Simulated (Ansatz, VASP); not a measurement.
# MoS2 in VASP and in Ansatz

```xyz
6
Lattice="3.1610 0.0000 0.0000 -1.5805 2.7375 0.0000 0.0000 0.0000 12.2950" Properties=species:S:1:pos:R:3 pbc="T T T"
Mo    0.0000    1.8250    3.0737
Mo    1.5805    0.9125    9.2212
S     0.0000    1.8250    7.7151
S     1.5805    0.9125    1.5676
S     0.0000    1.8250   10.7274
S     1.5805    0.9125    4.5799
```

Alike in both runs: task single point; functional LDA; k mesh 7 × 7 × 2; occupations gaussian, width 0.05 eV; collinear spin; Hubbard terms Mo d U = 1.0 eV.

```csv
,VASP,Ansatz
version,VASP 6.6.1,Ansatz 0.2.0
potentials or method,"VASP PAW LDA potentials, release 64 (Mo_sv, S), cutoff 520 eV","scalar-relativistic, plane waves, PAW"
valence electrons in the cell,52,52
```

```csv
,VASP,Ansatz,Ansatz less VASP
gap on the k mesh at the Fermi level (eV),0.96,0.94,-0.022
least direct gap on the mesh (eV),1.97,2.01,+0.038
pressure (GPa),1.7,1.0,-0.72
"traceless stress, the component that is largest in VASP (GPa)",4.58,4.59,+0.008
rms of the force components (eV/Å),0.389,0.350,-0.0390
net moment per atom (μB),0.00,0.00,0.000
```

LDA's correlation is that of Perdew and Zunger in VASP and of Perdew and Wang (1992) in Ansatz. The programs project onto different local orbitals, so the same U acts differently, and such runs can settle in different states. Atom by atom the forces differ by 0.039 eV/Å (rms over components). Ansatz's warnings: seeded moment not kept.
